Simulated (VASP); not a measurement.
# TaN (P6/mmm) in VASP: single point with PBEsol+U

Aim: the single point of TaN with PBEsol+U.

All numbers are computed with VASP 6.6.1; they aren't measurements. Logs are shortened: lines on timing, memory, paths and dates and some standing lists are left out, and cuts for length are marked.

### Step 1. The cell of the first run

It takes space group P6/mmm (No. 191, hexagonal). The conventional cell has a = 5.185 Å, b = 5.185 Å, c = 2.908 Å, α = 90.00°, β = 90.00°, γ = 120.00°. Within 3.4 Å of Ta (site symmetry 6/mmm) lie 6 N at 2.59 Å and 14 Ta at 2.91 to 3.33 Å. Ta (site symmetry -6m2) has 6 N at 2.09 Å and 5 Ta at 2.91 to 2.99 Å within 3.0 Å. Within 3.0 Å of N (site symmetry mmm) lie 6 Ta at 2.09 to 2.59 Å and 6 N at 2.59 to 2.91 Å.

### Step 2. Single point, PBEsol+U, collinear spin

File INCAR:

```
  PREC = Accurate
  ENCUT = 520
  EDIFF = 1E-7
  ISMEAR = 0
  SIGMA = 0.05
  LREAL = False
  LASPH = True
  NELM = 150
  ALGO = Normal
  ISIF = 2
  LWAVE = False
  LCHARG = False
  ISPIN = 2
  MAGMOM = 0.97 -0.1 -0.1 0.02 0.02 0.02
  LORBIT = 11
  LMAXMIX = 4
  LDAU = True
  LDAUTYPE = 2
  LDAUL = 2 -1
  LDAUU = 7 0
  LDAUJ = 0 0
  LDAUPRINT = 1
  GGA = PS
  NBANDS = 37
```

File KPOINTS:

```
Automatic mesh
0
Gamma
  4 4 7
```

File POSCAR:

```
TaN
1.0
    5.1850002000      0.0000000000      0.0000000000
   -2.5925001000      4.4903418900      0.0000000000
    0.0000000000      0.0000000000      2.9080005300
Ta N
3 3
Direct
    0.0000000000      0.0000000000      0.0000000000
    0.3333333333      0.6666666667      0.5000000000
    0.6666666667      0.3333333333      0.5000000000
    0.5000000000      0.0000000000      0.0000000000
    0.5000000000      0.5000000000      0.0000000000
    0.0000000000      0.5000000000      0.0000000000
```

Potentials or basis: VASP PAW PBE potentials, release 64 (Ta_pv, N).

On the command line:

```sh
> cat potpaw_PBE.64/Ta_pv/POTCAR potpaw_PBE.64/N/POTCAR > POTCAR
> mpirun -np 1 vasp_std > vasp.out
```

OUTCAR:

```text
PREC = Accurate
   ENCUT = 520
   EDIFF = 1E-7
   ISMEAR = 0
   LREAL = False
   LASPH = True
   NELM = 150
   ISIF = 2
   ISPIN = 2
   LORBIT = 11
   GGA = PS

 ion  position               nearest neighbor table
   1  0.000  0.000  0.000-   5 2.59   6 2.59   6 2.59   5 2.59   4 2.59   4 2.59   2 3.33   3 3.33
                             2 3.33   3 3.33   2 3.33   2 3.33   3 3.33   3 3.33   2 3.33   3 3.33
   2  0.333  0.667  0.500-   4 2.09   4 2.09   6 2.09   6 2.09   5 2.09   5 2.09   3 2.99   3 2.99
                             3 2.99   1 3.33   1 3.33   1 3.33   1 3.33   1 3.33   1 3.33
   3  0.667  0.333  0.500-   4 2.09   4 2.09   6 2.09   6 2.09   5 2.09   5 2.09   2 2.99   2 2.99
                             2 2.99   1 3.33   1 3.33   1 3.33   1 3.33   1 3.33   1 3.33
   4  0.500  0.000  0.000-   2 2.09   3 2.09   2 2.09   3 2.09   1 2.59   1 2.59
   5  0.500  0.500  0.000-   2 2.09   3 2.09   2 2.09   3 2.09   1 2.59   1 2.59
   6  0.000  0.500  0.000-   2 2.09   3 2.09   2 2.09   3 2.09   1 2.59   1 2.59

  LATTYP: Found a hexagonal cell.
 ALAT       =     5.1850002000
 C/A-ratio  =     0.5608486823

  Lattice vectors:

 A1 = (   5.1850002000,   0.0000000000,   0.0000000000)
 A2 = (  -2.5925001000,   4.4903418900,   0.0000000000)
 A3 = (   0.0000000000,   0.0000000000,   2.9080005300)

Analysis of symmetry for initial positions (statically):
=====================================================================
 Subroutine PRICEL returns:
 Original cell was already a primitive cell.

 Routine SETGRP: Setting up the symmetry group for a
 hexagonal supercell.

 Subroutine GETGRP returns: Found 24 space group operations
 (whereof 24 operations were pure point group operations)
 out of a pool of 24 trial point group operations.

The static configuration has the point symmetry D_6h.

Analysis of symmetry for dynamics (positions and initial velocities):
=====================================================================
 Subroutine PRICEL returns:
 Original cell was already a primitive cell.

 Routine SETGRP: Setting up the symmetry group for a
 hexagonal supercell.

 Subroutine GETGRP returns: Found 24 space group operations
 (whereof 24 operations were pure point group operations)
 out of a pool of 24 trial point group operations.

The dynamic configuration has the point symmetry D_6h.

Analysis of structural, dynamic, and magnetic symmetry:
=====================================================================
 Subroutine PRICEL returns:
 Original cell was already a primitive cell.

 Routine SETGRP: Setting up the symmetry group for a
 hexagonal supercell.

 Subroutine GETGRP returns: Found 24 space group operations
 (whereof 24 operations were pure point group operations)
 out of a pool of 24 trial point group operations.

The overall configuration has the point symmetry D_6h.

 Subroutine INISYM returns: Found 24 space group operations
 (whereof 24 operations are pure point group operations),
 and found     1 'primitive' translations

----------------------------------------------------------------------------------------

                                     Primitive cell

  volume of cell :      67.7053

  direct lattice vectors                    reciprocal lattice vectors
     5.185000200  0.000000000  0.000000000     0.192864023  0.111350096  0.000000000
    -2.592500100  4.490341890  0.000000000     0.000000000  0.222700192  0.000000000
     0.000000000  0.000000000  2.908000530     0.000000000  0.000000000  0.343878892

  length of vectors
     5.185000200  5.185000198  2.908000530     0.222700192  0.222700192  0.343878892

  position of ions in fractional coordinates (direct lattice)
     0.000000000  0.000000000  0.000000000
     0.333333333  0.666666667  0.500000000
     0.666666667  0.333333333  0.500000000
     0.500000000  0.000000000  0.000000000
     0.500000000  0.500000000  0.000000000
     0.000000000  0.500000000  0.000000000

  ion indices of the primitive-cell ions
   primitive index   ion index
                 1           1
                 2           2
                 3           3
                 4           4
                 5           5
                 6           6

----------------------------------------------------------------------------------------

 KPOINTS: Automatic mesh

Automatic generation of k-mesh.
 Grid dimensions read from file:
 generate k-points for:    4    4    7

 Generating k-lattice:

[... 42 lines left out ...]
 SYSTEM =  unknown system
   PREC   = accura    normal or accurate (medium, high low for compatibility)
   ISTART =      0    job   : 0-new  1-cont  2-samecut
   ICHARG =      2    charge: 1-file 2-atom 10-const
   ISPIN  =      2    spin polarized calculation?
   LNONCOLLINEAR =      F non collinear calculations
   LSORBIT =      F    spin-orbit coupling
   LASPH  =      T    aspherical Exc in radial PAW
   ENCUT  =  520.0 eV  38.22 Ry    6.18 a.u.   9.64  9.64  5.41*2*pi/ulx,y,z
   NELM   =    150;   NELMIN=  2; NELMDL= -5     # of ELM steps
   EDIFF  = 0.1E-06   stopping-criterion for ELM
   LREAL  =      F    real-space projection
   EDIFFG = 0.1E-05   stopping-criterion for IOM
   NSW    =      0    number of steps for IOM
   IBRION =     -1    ionic relax: 0-MD 1-quasi-New 2-CG
   NFREE  =      0    steps in history (QN), initial steepest desc. (CG)
   ISIF   =      2    stress and relaxation
   ISYM   =      2    0-nonsym 1-usesym 2-fastsym
   POTIM  = 0.5000    time-step for ionic-motion
   TEBEG  =    0.0;   TEEND  =   0.0 temperature during run
   PSTRESS=    0.0 pullay stress
   NELECT =      48.0000    total number of electrons
   NUPDOWN=      -1.0000    fix difference up-down
   EMIN   =  10.00;   EMAX   =-10.00  energy-range for DOS
   EFERMI =   0.00;   METHOD = LEGACY
   ISMEAR =     0;   SIGMA  =   0.05  broadening in eV -4-tet -1-fermi 0-gaus
   EFERMI_NEDOS =   21; number of points for ismear=-14 and -15
   IALGO  =     38    algorithm
   IMIX   =      4    mixing-type and parameters
     AMIX     =   0.40;   BMIX     =  1.00
     AMIX_MAG =   1.60;   BMIX_MAG =  1.00
  volume/ion in A,a.u.               =      11.28        76.15
  Fermi-wavevector in a.u.,A,eV,Ry     =   1.459759  2.758544 28.992586  2.130895
  Thomas-Fermi vector in A             =   2.576288
   LORBIT       =     11    0 simple, 1 ext, 2 COOP (PROOUT), +10 PAW based schemes
 LDA+U is selected, type is set to LDAUTYPE =  2
   angular momentum for each species LDAUL =     2   -1
   U (eV)           for each species LDAUU =   7.0  0.0
   J (eV)           for each species LDAUJ =   0.0  0.0
   GGA     = PS    functional components
   LHFCALC =     F    Hartree Fock is set to
   AEXX    =    0.0000 exact exchange contribution
   IVDW    =     0    specifies the selected vdW correction
   LEPSILON=     F    determine dielectric tensor
   LRPA    =     F    only Hartree local field effects (RPA)
 spin polarized calculation
 Gauss-broadening in eV      SIGMA  =   0.05
  energy-cutoff  :      520.00
  volume of cell :       67.71
 maximum number of plane-waves:      1840
 NGX is ok and might be reduce to    40
   NGX = 19   NGY = 19   NGZ = 11

 number of electron      47.9999998 magnetization      -0.0002701

atom =   1  type =  1  l = 2

 onsite density matrix

spin component  1
[... 83 lines left out ...]
  o =  0.1959  v =  0.0000  0.0000  0.0000  0.0000  0.0000  1.0000  0.0000  0.0000  0.0000  0.0000      0.0000  0.0000  0.0000  0.0000  0.0000  0.0000  0.0000  0.0000  0.0000  0.0000
  o =  0.1959  v =  0.0000  0.0000  0.0000  0.0000  0.0000  0.0000  0.0000 -0.0000  0.0000 -1.0000      0.0000  0.0000  0.0000  0.0000  0.0000  0.0000  0.0000  0.0000  0.0000  0.0000
  o =  0.1959  v =  1.0000  0.0000  0.0000  0.0000  0.0000  0.0000  0.0000  0.0000  0.0000  0.0000      0.0000  0.0000  0.0000  0.0000  0.0000  0.0000  0.0000  0.0000  0.0000  0.0000
  o =  0.1959  v =  0.0000 -0.0000 -0.0000  0.0000 -1.0000  0.0000  0.0000  0.0000  0.0000  0.0000      0.0000  0.0000  0.0000  0.0000  0.0000  0.0000  0.0000  0.0000  0.0000  0.0000
  o =  0.2293  v =  0.0000  0.0000  0.0000  0.0000  0.0000  0.0000  1.0000  0.0000 -0.0000  0.0000      0.0000  0.0000  0.0000  0.0000  0.0000  0.0000  0.0000  0.0000  0.0000  0.0000
  o =  0.2293  v =  0.0000  0.0000  0.0000  0.0000  0.0000  0.0000 -0.0000 -0.0000 -1.0000 -0.0000      0.0000  0.0000  0.0000  0.0000  0.0000  0.0000  0.0000  0.0000  0.0000  0.0000
  o =  0.2293  v =  0.0000  1.0000  0.0000  0.0000 -0.0000  0.0000  0.0000  0.0000  0.0000  0.0000      0.0000  0.0000  0.0000  0.0000  0.0000  0.0000  0.0000  0.0000  0.0000  0.0000
  o =  0.2293  v =  0.0000  0.0000 -0.0000 -1.0000  0.0000  0.0000  0.0000  0.0000  0.0000  0.0000      0.0000  0.0000  0.0000  0.0000  0.0000  0.0000  0.0000  0.0000  0.0000  0.0000
  o =  0.2544  v =  0.0000  0.0000  0.0000  0.0000  0.0000  0.0000  0.0000 -1.0000  0.0000  0.0000      0.0000  0.0000  0.0000  0.0000  0.0000  0.0000  0.0000  0.0000  0.0000  0.0000
  o =  0.2544  v =  0.0000  0.0000 -1.0000 -0.0000  0.0000  0.0000  0.0000  0.0000  0.0000  0.0000      0.0000  0.0000  0.0000  0.0000  0.0000  0.0000  0.0000  0.0000  0.0000  0.0000

 number of electron      47.9999998 magnetization       0.0000184

 Free energy of the ion-electron system (eV)
  ---------------------------------------------------
  ext. energy  EPLUGINS =         0.00000000
  ---------------------------------------------------
  free energy    TOTEN  =       -50.33002891 eV

  energy without entropy =      -50.32904460  energy(sigma->0) =      -50.32953676

 E-fermi :   8.9045     XC(G=0): -13.2351

 val. band max:        8.8696210386   @ k =   0.5000   0.0000   0.1429
 cond. band min:       9.2513951222   @ k =   0.0000   0.0000   0.4286
 fundamental gap:      0.3817740837
 Fermi energy:         8.9044845641

 spin component 1

 k-point     1 :       0.0000    0.0000    0.0000
  band No.  band energies     occupation
      1     -28.6954      1.00000
      2     -28.6954      1.00000
      3     -28.4182      1.00000
      4     -28.4182      1.00000
      5     -28.1410      1.00000
      6     -28.1410      1.00000
[... 613 lines left out ...]
     35      15.1166      0.00000
     36      15.9704      0.00000
 Fermi energy:         8.9044845641

 spin component 2

 k-point     1 :       0.0000    0.0000    0.0000
  band No.  band energies     occupation
      1     -28.6954      1.00000
      2     -28.6954      1.00000
      3     -28.4182      1.00000
      4     -28.4182      1.00000
      5     -28.1410      1.00000
      6     -28.1410      1.00000
[... 613 lines left out ...]
     35      15.1166      0.00000
     36      15.9704      0.00000
 [bands above 36 left out]

------------------------ aborting loop because EDIFF is reached ----------------------------------------

  FORCE on cell =-STRESS in cart. coord.  units (eV):
  Direction    XX          YY          ZZ          XY          YZ          ZX
  --------------------------------------------------------------------------------------
  -------------------------------------------------------------------------------------
  Total        9.3374210      9.3374210     12.5638441      0.0000000      0.0000000      0.0000000
  in kB      220.9606074    220.9606072    297.3106404      0.0000000      0.0000000      0.0000000
  external PRESSURE =     246.4106183 kB  Pullay stress =       0.0000000 kB

 VOLUME and BASIS-vectors are now :
 -----------------------------------------------------------------------------
  energy-cutoff  :      520.00
  volume of cell :       67.71
      direct lattice vectors                 reciprocal lattice vectors
     5.185000200  0.000000000  0.000000000     0.192864023  0.111350096  0.000000000
    -2.592500100  4.490341890  0.000000000     0.000000000  0.222700192  0.000000000
     0.000000000  0.000000000  2.908000530     0.000000000  0.000000000  0.343878892

 POSITION                                       TOTAL-FORCE (eV/Angst)
 -----------------------------------------------------------------------------------
      0.00000      0.00000      0.00000        -0.000000      0.000000      0.000000
     -0.00000      2.99356      1.45400        -0.000000      0.000000      0.000000
      2.59250      1.49678      1.45400         0.000000      0.000000      0.000000
      2.59250      0.00000      0.00000        -0.000000      0.000000      0.000000
      1.29625      2.24517      0.00000        -0.000000      0.000000      0.000000
     -1.29625      2.24517      0.00000        -0.000000      0.000000      0.000000
 -----------------------------------------------------------------------------------
    total drift:                               -0.000000      0.000000     -0.000000

  FREE ENERGIE OF THE ION-ELECTRON SYSTEM (eV)
  ---------------------------------------------------
  free  energy   TOTEN  =       -50.3300289137 eV

  energy  without entropy=      -50.3290446050  energy(sigma->0) =      -50.32953676

 total charge

# of ion       s       p       d       tot
------------------------------------------
    1        0.315   6.155   1.954   8.424
    2        0.348   6.344   2.159   8.851
    3        0.348   6.344   2.159   8.851
    4        1.248   2.598   0.000   3.845
    5        1.248   2.598   0.000   3.845
    6        1.248   2.598   0.000   3.845
--------------------------------------------------
tot          4.754  26.635   6.271  37.661

 magnetization (x)

# of ion       s       p       d       tot
------------------------------------------
    1        0.000  -0.000  -0.000  -0.000
    2        0.000   0.000   0.000   0.000
    3        0.000   0.000   0.000   0.000
    4       -0.000  -0.000   0.000  -0.000
    5       -0.000  -0.000   0.000  -0.000
    6       -0.000  -0.000   0.000  -0.000
--------------------------------------------------
tot          0.000  -0.000  -0.000  -0.000
```

Run time: 3 min. Hardware: 1 thread of AMD EPYC 7R13, shared host; peak memory 0.22 GiB.

Results:

```yaml
Free_energy: -50.3300 eV
Pressure: 24.6 GPa
Band_gap_on_the_k_mesh: zero (filled and empty bands overlap)
Net_moment: 0.00 μB per cell
Valence_electrons_inside_the_program's_atomic_spheres: Ta 8.42, 8.85 (each value once); N 3.85
```

Eigenvalues of the final occupation matrices:
```csv
site,spin,trace,eigenvalues
site 1 d,1,0.99,0.14 0.14 0.24 0.24 0.24
site 1 d,2,0.99,0.14 0.14 0.24 0.24 0.24
site 2 d,1,1.10,0.20 0.20 0.23 0.23 0.25
site 2 d,2,1.10,0.20 0.20 0.23 0.23 0.25
site 3 d,1,1.10,0.20 0.20 0.23 0.23 0.25
site 3 d,2,1.10,0.20 0.20 0.23 0.23 0.25
```

Caveat: the cell stands under pressure; the PAW data sets were made with another functional, which shifts forces and pressure a little; spin-orbit coupling is left out, which moves the levels of the heavy elements.
